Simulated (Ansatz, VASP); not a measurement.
# One calculation of GaAs, two programs

```
Ga As
1.0
     0.00000    2.83308    2.83308
     2.77982    0.00000    2.83308
     2.77982    2.83308    0.00000
Ga As
1 1
Direct
  0.00000 0.00000 0.00000
  0.25000 0.25000 0.25000
```

Change from the starting cell: uniaxial_x strain -1.9%.

Alike in both runs: task single point; functional r2SCAN; k mesh 8 × 8 × 8; no spin polarisation.

```csv
,VASP,Ansatz
version,VASP 6.6.1,Ansatz 0.2.0
potentials or method,"VASP PAW PBE potentials, release 64 (Ga_d, As)","plane waves, PAW"
plane-wave cutoff (eV),520,500
occupations,"gaussian, width 0.01 eV",fixed
valence electrons in the cell,18,28
```

|  | VASP | Ansatz | Ansatz less VASP |
| --- | --- | --- | --- |
| gap on the k mesh at the Fermi level (eV) | 1.02 | 1.04 | +0.020 |
| pressure (GPa) | 1.6 | 1.4 | -0.12 |
| traceless stress, the component that is largest in VASP (GPa) | 0.84 | 0.83 | -0.010 |

VASP's potentials were made for PBE, not for r2SCAN. VASP's potentials hold 18 valence electrons a cell and Ansatz's 28, so a difference there can come from the potentials and not from the codes.
